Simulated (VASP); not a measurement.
Input of a VASP 6.6.1 run:

The input INCAR:

```
SYSTEM = SiGe
  PREC = Accurate
  ENCUT = 520
  EDIFF = 1E-7
  ISMEAR = 0
  SIGMA = 0.03
  LREAL = .FALSE.
  LASPH = .TRUE.
  NELM = 60
  ALGO = Normal
  ISIF = 2
  LWAVE = .FALSE.
  LCHARG = .TRUE.
  LELF = .TRUE.
  LVHAR = .TRUE.
  NBANDS = 26
```

KPOINTS

```
Automatic mesh
0
G
  12 12 6
  0 0 0
```

POSCAR

```
SiGe
1.0
    3.9371113814      0.0000000000      0.0000000000
   -1.9685556907      3.4096384739      0.0000000000
    0.0000000000      0.0000000000      6.5064941378
Si Ge
2 2
Direct
    0.6666666667      0.3333333333      0.8745031008
    0.3333333333      0.6666666667      0.3745031008
    0.6666666667      0.3333333333      0.4770391519
    0.3333333333      0.6666666667     -0.0229608481
```

Potentials or basis: VASP PAW LDA potentials, release 64 (Si, Ge_d).

Run with:

```console
$ cat potpaw_LDA.64/Si/POTCAR potpaw_LDA.64/Ge_d/POTCAR > POTCAR
$ mpirun -np 1 vasp_std > vasp.out
```

Q: Estimate the largest force.

A: 1.297 eV/Å.

Q: What does it give for the band gap on the k mesh?

A: Zero (band 18 reaches 5.53 eV, above the bottom of band 19 at 5.22 eV).

Q: Predict the pressure.

A: -3.1 GPa.

Forces on the atoms (eV/Å):
```
Si   0.000  0.000 -1.297
Si   0.000  0.000 -1.297
Ge   0.000  0.000  1.297
Ge   0.000  0.000  1.297
```

Caveat: forces of over 1 eV/Å act on the atoms, so gaps and moduli don't describe the material at rest.
